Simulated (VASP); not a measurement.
A run of VASP 6.6.1 is set up as follows.

File POSCAR:

```
Zn
1.0
    2.6805295556      0.0000000000      0.0000000000
    0.0000000000      2.6805295556      0.0000000000
    0.0000000000      0.0000000000      2.6805295556
Zn
1
Direct
    0.0000000000      0.0000000000      0.0000000000
```

INCAR.step1

```
PREC     = Accurate       # precision mode
ENCUT    = 550            # plane-wave cutoff, eV
ISMEAR   = -1             # smearing method
SIGMA    = 0.1            # smearing width, eV
LREAL    = False          # projectors in reciprocal space
LASPH    = True           # aspherical terms in the spheres
NELM     = 120            # most SCF steps
NBANDS   = 12             # bands
GGA      = PE             # functional
ALGO     = Normal         # electronic algorithm
EDIFF    = 1E-5           # SCF threshold, eV
LWAVE    = True           # write WAVECAR
LCHARG   = False          # write CHGCAR
GGA_COMPAT= False
```

File INCAR.step2:

```
PREC     = Accurate       # precision mode
ENCUT    = 550            # plane-wave cutoff, eV
EDIFF    = 1E-6           # SCF threshold, eV
ISMEAR   = -1             # smearing method
SIGMA    = 0.1            # smearing width, eV
LREAL    = False          # projectors in reciprocal space
LASPH    = True           # aspherical terms in the spheres
NELM     = 120            # most SCF steps
ALGO     = Normal         # electronic algorithm
ISIF     = 2              # what is computed and relaxed
LWAVE    = False          # write WAVECAR
LCHARG   = False          # write CHGCAR
METAGGA  = R2SCAN         # meta-GGA
LMIXTAU  = True         
NBANDS   = 12             # bands
ISTART   = 1            
GGA_COMPAT= False
```

File KPOINTS:

```
Automatic mesh
0
Gamma
  14 14 14
```

Potentials or basis: VASP PAW PBE potentials, release 64 (Zn).

Launch:

```console
$ cat potpaw_PBE.64/Zn/POTCAR > POTCAR
$ cp INCAR.step1 INCAR
$ mpirun -np 1 vasp_std > vasp.out
$ cp INCAR.step2 INCAR
$ mpirun -np 1 vasp_std > vasp.out
```

Problem. Predict the band gap on the k mesh.

Solution. Zero (bands 6 and 7 overlap by 8.11 eV).

Problem. Estimate the pressure.

Solution. -4.8 GPa.

Caveat: the cell stands under tension; the PAW data sets were made with another functional, which shifts forces and pressure a little.
